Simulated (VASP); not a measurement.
# Si4Sn (Im-3m) in VASP: a series of runs, part 2 of 2

VASP 6.6.1. Earlier steps stand in the parts before.

## (6) Relaxation of cell and atoms, PBE

This run uses another cell than the first one, of 23.22 Å³/atom, 1.372 times its volume.

Input file INCAR:

```
ALGO = Normal
EDIFF = 1E-6
EDIFFG = -0.01
ENCUT = 600
GGA = PE
IBRION = 2
ISIF = 3
ISMEAR = 0
LASPH = T
LCHARG = F
LREAL = F
LWAVE = F
NELM = 100
NSW = 100
PREC = Accurate
SIGMA = 0.1
```

Input file KPOINTS:

```
k-points
0
Gamma
  10 10 10
```

Input file POSCAR:

```
Si4Sn
1.0
   -3.0731858357      3.0731858357      3.0731858357
    3.0731858357     -3.0731858357      3.0731858357
    3.0731858357      3.0731858357     -3.0731858357
Si Sn
4 1
Direct
    0.5000000000      0.5000000000      0.5000000000
    0.5000000000      0.0000000000      0.0000000000
    0.0000000000      0.0000000000      0.5000000000
    0.0000000000      0.5000000000      0.0000000000
    0.0000000000      0.0000000000      0.0000000000
```

Potentials or basis: VASP PAW PBE potentials, release 64 (Si, Sn_d).

Launch:

```
> cat potpaw_PBE.64/Si/POTCAR potpaw_PBE.64/Sn_d/POTCAR > POTCAR
> mpirun -np 1 vasp_std > vasp.out
```

OUTCAR:

```text
EDIFF = 1E-6
   EDIFFG = -0.01
   ENCUT = 600
   GGA = PE
   IBRION = 2
   ISIF = 3
   ISMEAR = 0
   LASPH = T
   LREAL = F
   NELM = 100
   NSW = 100
   PREC = Accurate

 ion  position               nearest neighbor table
   1  0.500  0.500  0.500-   5 2.66   5 2.66   4 3.07   2 3.07   2 3.07   4 3.07   3 3.07   3 3.07

   2  0.500  0.000  0.000-   5 2.66   5 2.66   4 3.07   1 3.07   1 3.07   3 3.07   3 3.07   4 3.07

   3  0.000  0.000  0.500-   5 2.66   5 2.66   4 3.07   1 3.07   2 3.07   4 3.07   2 3.07   1 3.07

   4  0.000  0.500  0.000-   5 2.66   5 2.66   3 3.07   1 3.07   2 3.07   3 3.07   1 3.07   2 3.07

   5  0.000  0.000  0.000-   1 2.66   2 2.66   3 2.66   4 2.66   3 2.66   4 2.66   2 2.66   1 2.66
[... 784 lines left out ...]
  Total       -0.0163592     -0.0163592     -0.0163592     -0.0000000     -0.0000000      0.0000000
  in kB       -0.2248972     -0.2248972     -0.2248972     -0.0000000     -0.0000000      0.0000000
  external PRESSURE =      -0.2248972 kB  Pullay stress =       0.0000000 kB

 VOLUME and BASIS-vectors are now :
 -----------------------------------------------------------------------------
  energy-cutoff  :      600.00
  volume of cell :      116.54
      direct lattice vectors                 reciprocal lattice vectors
    -3.077106868  3.077106868  3.077106868     0.000000000  0.162490294  0.162490294
     3.077106868 -3.077106868  3.077106868     0.162490294  0.000000000  0.162490294
     3.077106868  3.077106868 -3.077106868     0.162490294  0.162490294  0.000000000

 POSITION                                       TOTAL-FORCE (eV/Angst)
 -----------------------------------------------------------------------------------
      1.53855      1.53855      1.53855         0.000000     -0.000000      0.000000
     -1.53855      1.53855      1.53855        -0.000000      0.000000     -0.000000
     -1.53855      4.61566      1.53855        -0.000000     -0.000000      0.000000
      1.53855     -1.53855      1.53855        -0.000000      0.000000      0.000000
      0.00000     -0.00000      0.00000        -0.000000     -0.000000      0.000000
 -----------------------------------------------------------------------------------
    total drift:                                0.000000      0.000000     -0.000000

  FREE ENERGIE OF THE ION-ELECTRON SYSTEM (eV)
  ---------------------------------------------------
  free  energy   TOTEN  =       -20.0621234914 eV

  energy  without entropy=      -20.0453315230  energy(sigma->0) =      -20.05372751

 reached required accuracy - stopping structural energy minimisation
```

OSZICAR:

```text
N       E                     dE             d eps       ncg     rms          rms(c)
DAV:   1     0.190368691191E+03    0.19037E+03   -0.14118E+04  1786   0.175E+03
DAV:   2     0.113467788909E+01   -0.18923E+03   -0.18367E+03  1880   0.386E+02
DAV:   3    -0.192094392901E+02   -0.20344E+02   -0.19127E+02  2298   0.110E+02
DAV:   4    -0.201131954648E+02   -0.90376E+00   -0.86199E+00  2215   0.212E+01
[... 12 lines left out ...]
DAV:   3    -0.200621608476E+02    0.48498E-03   -0.14344E-03  2336   0.631E-01    0.188E-02
DAV:   4    -0.200621276598E+02    0.33188E-04   -0.12237E-04  2496   0.134E-01    0.612E-03
DAV:   5    -0.200621263511E+02    0.13087E-05   -0.94791E-06  2234   0.446E-02    0.471E-03
DAV:   6    -0.200621242032E+02    0.21478E-05   -0.10160E-06  1082   0.145E-02    0.156E-03
DAV:   7    -0.200621234914E+02    0.71184E-06   -0.25659E-07  1067   0.520E-03
   2 F= -.20062123E+02 E0= -.20053728E+02  d E =-.214003E-03
```

CONTCAR:

```text
Si4Sn
   1.00000000000000
    -3.0771068682825269    3.0771068682825269    3.0771068682825269
     3.0771068682825269   -3.0771068682825269    3.0771068682825269
     3.0771068682825269    3.0771068682825269   -3.0771068682825269
  Si              Sn
     4     1
Direct
     0.5000000000000000    0.5000000000000000    0.5000000000000000
     0.5000000000000000    0.0000000000000000    0.0000000000000000
     1.0000000000000000    0.0000000000000000    0.5000000000000000
     0.0000000000000000    0.5000000000000000    0.0000000000000000
     0.0000000000000000    0.0000000000000000    0.0000000000000000

  0.00000000E+00  0.00000000E+00  0.00000000E+00
  0.00000000E+00  0.00000000E+00  0.00000000E+00
  0.00000000E+00  0.00000000E+00  0.00000000E+00
  0.00000000E+00  0.00000000E+00  0.00000000E+00
  0.00000000E+00  0.00000000E+00  0.00000000E+00
```

It took 2.2 min on 1 thread of Intel Xeon 6975P-C (Granite Rapids), shared host; peak memory 0.39 GiB.

Results:

```
Free energy                            : -20.0621 eV
Relaxed volume                         : 23.31 Å³/atom
Relaxed cell                           : a = 5.330 Å, b = 5.330 Å, c = 5.330 Å, α = 109.47°, β = 109.47°, γ = 109.47°
Space group after relaxing (to 0.05 Å) : Im-3m (No. 229)
Energy gained by relaxing              : 0.0 meV/atom
Ionic steps                            : 2
Pressure after relaxing                : 0.0 GPa
Band gap on the k mesh                 : zero (band 15 reaches 6.26 eV, above the bottom of band 16 at 3.67 eV)
```

Step by step:
| step | energy change (eV) | largest force (eV/Å) | pressure (GPa) | volume (Å³) |
| --- | --- | --- | --- | --- |
| 1 | 0.0000 | 0.0000 | 0.18 | 116.10 |
| 2 | -0.0002 | 0.0000 | -0.02 | 116.54 |

Final structure:
```
Si Sn
1.0
    -3.07711    3.07711    3.07711
     3.07711   -3.07711    3.07711
     3.07711    3.07711   -3.07711
Si Sn
4 1
Direct
  0.50000 0.50000 0.50000
  0.50000 0.00000 0.00000
  0.00000 0.00000 0.50000
  0.00000 0.50000 0.00000
  0.00000 0.00000 0.00000
```

Levels at points of the mesh, in eV from the Fermi level:
```tsv
k point	band 13	band 14	band 15	band 16	band 17	band 18
(0.00, 0.00, 0.00)	-3.65	-1.95	-1.95	-1.95	2.45	2.45
(0.50, 0.00, 0.00)	-1.10	-0.35	0.07	0.23	0.63	1.38
(0.50, 0.50, 0.50)	-0.69	-0.69	-0.69	2.04	2.04	2.04
```

Caveat: spin-orbit coupling is left out, which moves the levels of the heavy elements.

## (7) Overview

| task | cell | k mesh | cutoff (eV) | gap on the mesh (eV) | pressure (GPa) | relaxed volume (Å³/atom) |
| --- | --- | --- | --- | --- | --- | --- |
| single point | a = 4.791 Å, angles 109.5°, 5 atoms | 4 × 4 × 4 | 520 | none | 32.5 | - |
| single point | a = 5.323 Å, angles 109.5°, 5 atoms | 4 × 4 × 4 | 520 | none | 0.2 | - |
| relaxation of cell and atoms | relaxed from a = 4.791 Å, angles 109.5°, 5 atoms | 4 × 4 × 4 | 600 | none | 0.2 | 23.21 |
| single point | a = 5.330 Å, angles 109.5°, 5 atoms | 10 × 10 × 10 | 520 | none | 0.0 | - |
| relaxation of cell and atoms | relaxed from a = 5.323 Å, angles 109.5°, 5 atoms | 10 × 10 × 10 | 600 | none | 0.0 | 23.31 |

Alike in all rows: level PBE; potentials or basis VASP PAW PBE potentials, release 64 (Si, Sn_d); no spin polarisation; smearing gaussian 0.1 eV.

Caveats: some runs use coarse meshes; spin-orbit coupling is left out, which moves the levels of the heavy elements; the volume moved by over 15 % at a fixed basis, so the end points are rough (some runs).

Absolute energies hang on the potentials; compare differences alone.
